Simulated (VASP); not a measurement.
Pb:

```xyz
2
Lattice="0.0000 3.4467 3.4467 3.4467 0.0000 3.4467 3.4467 3.4467 0.0000" Properties=species:S:1:pos:R:3 pbc="T T T"
Pb    0.8617    0.8617    0.8617
Pb    6.0318    6.0318    6.0318
```

This isn't the form of Pb at room conditions, which is fcc.

* Program: VASP 6.6.1
* Task: relaxation of cell and atoms
* Functional: r2SCAN
* Potentials or basis: VASP PAW PBE potentials, release 64 (Pb_d)
* Cutoff: 600 eV
* k mesh: 8 × 8 × 8
* Occupations: fermi-dirac, width 0.1 eV
* Spin: no spin polarisation

At the start: pressure 0.8 GPa; volume 40.95 Å³/atom.

Task: How do energy, volume and symmetry change on relaxing?

Result: Over 3 steps the energy falls by 2.8 meV/atom and the volume is 42.04 Å³/atom (+2.7 %); space group Fd-3m (No. 227, to 0.1 Å) before and after.

Step by step:
```tsv
step	energy change (eV)	largest force (eV/Å)	pressure (GPa)	volume (Å³)
1	0.0000	0.0000	0.84	81.89
2	-0.0054	0.0000	-0.13	84.46
3	-0.0056	0.0000	0.01	84.08
```

Final structure:
```yaml
crystal:
  lattice:
    - [0.00000, 3.47708, 3.47708]
    - [3.47708, 0.00000, 3.47708]
    - [3.47708, 3.47708, 0.00000]
  atoms:
    - { symbol: Pb, position: [0.12500, 0.12500, 0.12500] }
    - { symbol: Pb, position: [0.87500, 0.87500, 0.87500] }
```

Caveat: the PAW data sets were made with another functional, which shifts forces and pressure a little.
